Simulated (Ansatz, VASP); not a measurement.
**Two plane-wave programs on WS**

```
CELL_PARAMETERS angstrom
0.00000 2.66562 2.66562
2.66562 0.00000 2.66562
2.66562 2.66562 0.00000
ATOMIC_POSITIONS crystal
W 0.00000 0.00000 0.00000
S 0.25000 0.25000 0.25000
```

Alike in both runs: task relaxation of cell and atoms; functional PBE; k mesh 14 × 14 × 14; occupations gaussian, width 0.1 eV; no spin polarisation.

|  | VASP | Ansatz |
| --- | --- | --- |
| version | VASP 6.6.1 | Ansatz 0.2.0 |
| potentials or method | VASP PAW PBE potentials, release 64 (W_sv, S), cutoff 600 eV | scalar-relativistic, plane waves, PAW |
| valence electrons in the cell | 20 | 20 |

Ansatz gave:

| Item | Value |
| --- | --- |
| gap on the k mesh at the Fermi level, each at its own relaxed structure (eV) | none |
| relaxed volume (Å³/atom) | 18.97 |
| relaxed cell length with the largest relative difference (Å) | 3.772 |

Question: Estimate VASP's values.

Answer: gap on the k mesh at the Fermi level, each at its own relaxed structure (eV): none; relaxed volume (Å³/atom): 18.99; relaxed cell length with the largest relative difference (Å): 3.773.

A gap of «none» marks a metal or a gap that the smearing closes.

Neither program's run includes spin-orbit coupling.
